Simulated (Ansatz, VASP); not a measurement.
## Hf2S in VASP and in Ansatz

File INCAR:

```
SYSTEM = Hf2S
PREC = Accurate
ENCUT = 520
EDIFF = 1E-6
ISMEAR = 0
SIGMA = 0.15
LREAL = .FALSE.
LASPH = .TRUE.
NELM = 60
ALGO = Normal
ISIF = 2
LWAVE = .FALSE.
LCHARG = .FALSE.
GGA = PS
NBANDS = 35
```

The input KPOINTS:

```
regular mesh
0
G
  18 18 4
  0 0 0
```

File POSCAR:

```
Hf2S
1.0
    3.4469269560      0.0000000000      0.0000000000
   -1.7234634780      2.9851263089      0.0000000000
    0.0000000000      0.0000000000     11.6642358425
Hf S
4 2
Direct
    0.6666666667      0.3333333333      0.8986176343
    0.3333333333      0.6666666667      0.3986176343
    0.6666666667      0.3333333333      0.6013823657
    0.3333333333      0.6666666667      0.1013823657
    0.0000000000      0.0000000000      0.7500000000
    0.0000000000      0.0000000000      0.2500000000
```

Input for Ansatz:

```yaml
crystal:
  lattice:
    - [3.446926956, 0.0, 0.0]
    - [-1.723463478, 2.9851263089, 0.0]
    - [0.0, 0.0, 11.6642358425]
  atoms:
    - { symbol: Hf, position: [0.6666666667, 0.3333333333, 0.8986176343] }
    - { symbol: Hf, position: [0.3333333333, 0.6666666667, 0.3986176343] }
    - { symbol: Hf, position: [0.6666666667, 0.3333333333, 0.6013823657] }
    - { symbol: Hf, position: [0.3333333333, 0.6666666667, 0.1013823657] }
    - { symbol: S, position: [0.0, 0.0, 0.75] }
    - { symbol: S, position: [0.0, 0.0, 0.25] }
basis:
  ecutwfc: 420
kpoints:
  mp_grid: { grid: [18, 18, 4] }
hamiltonian:
  xc: pbesol
scf:
  occupations: { method: gaussian, width: 0.15 }
output:
  forces: true
  stress: true
  eigenvalues: true
```

Change from the starting cell: strain +0.030 along x and y, +0.000 along z, atoms carried along.

Alike in both runs: task single point; functional PBEsol; k mesh 18 × 18 × 4; occupations gaussian, width 0.15 eV; no spin polarisation.

|  | VASP | Ansatz |
| --- | --- | --- |
| version | VASP 6.6.1 | Ansatz 0.2.0 |
| potentials or method | VASP PAW PBE potentials, release 64 (Hf_pv, S), cutoff 520 eV | scalar-relativistic, plane waves, PAW |
| valence electrons in the cell | 52 | 116 |

```tsv
	VASP	Ansatz	Ansatz less VASP
gap on the k mesh at the Fermi level (eV)	none	none	-
pressure (GPa)	-7.5	-7.1	+0.46
traceless stress, the component that is largest in VASP (GPa)	2.09	2.10	+0.008
rms of the force components (eV/Å)	0.032	0.030	-0.0018
```

VASP's potentials were made for PBE, not for PBEsol. Atom by atom the forces differ by 0.002 eV/Å (rms over components). A gap of «none» marks a metal or a gap that the smearing closes. With one functional, cell and mesh, what is left measures potentials, basis and numerics. VASP's potentials hold 52 valence electrons a cell and Ansatz's 116, so a difference there can come from the potentials and not from the codes.

Neither program's run includes spin-orbit coupling.
